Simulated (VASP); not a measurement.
Set up this calculation in VASP 6.6.1, as the native input.

* Task: single point
* Functional: PBEsol
* Potentials or basis: VASP PAW PBE potentials, release 64 (Ti_sv, Si)
* Cutoff: 520 eV
* k mesh: 10 × 10 × 10
* Occupations: gaussian, width 0.1 eV
* Spin: no spin polarisation
* Dipole correction: no
* Further INCAR settings: ALGO = Normal; EDIFF = 1e-07; NBANDS = 29

The structure of TiSi2 lies in POSCAR:

```
TiSi2
1.0
    0.0000000000      3.7315695053      3.9760841438
    2.1943616048      0.0000000000      3.9760841438
    2.1943616048      3.7315695053      0.0000000000
Ti Si
2 4
Direct
    0.7500000000      0.7500000000      0.7500000000
    0.5000000000      0.5000000000      0.5000000000
    0.0851781049      0.4148218951      0.0851781049
    0.4148218951      0.0851781049      0.4148218951
    0.1648218951      0.8351781049      0.1648218951
    0.8351781049      0.1648218951      0.8351781049
```

The input as run:

INCAR

```
ALGO = Normal
EDIFF = 1E-7
ENCUT = 520
GGA = PS
ISIF = 2
ISMEAR = 0
LASPH = True
LCHARG = False
LREAL = False
LWAVE = False
NBANDS = 29
NELM = 60
PREC = Accurate
SIGMA = 0.1
```

KPOINTS

```
k-points
0
Gamma
  10 10 10
```

Potentials or basis: VASP PAW PBE potentials, release 64 (Ti_sv, Si).

Launch:

```bash
$ cat potpaw_PBE.64/Ti_sv/POTCAR potpaw_PBE.64/Si/POTCAR > POTCAR
$ mpirun -np 1 vasp_std > vasp.out
```

It gave:

```yaml
Pressure: 60.1 GPa
Largest_force: 0.009 eV/Å
Band_gap_on_the_k_mesh: zero (bands 20 and 21 overlap by 2.31 eV)
```

Caveat: the cell stands under pressure; the PAW data sets were made with another functional, which shifts forces and pressure a little.

It took 3.4 min on 1 thread of Intel(R) Xeon(R) 6975P-C (Granite Rapids) (shared host), peak memory 0.4 GiB.
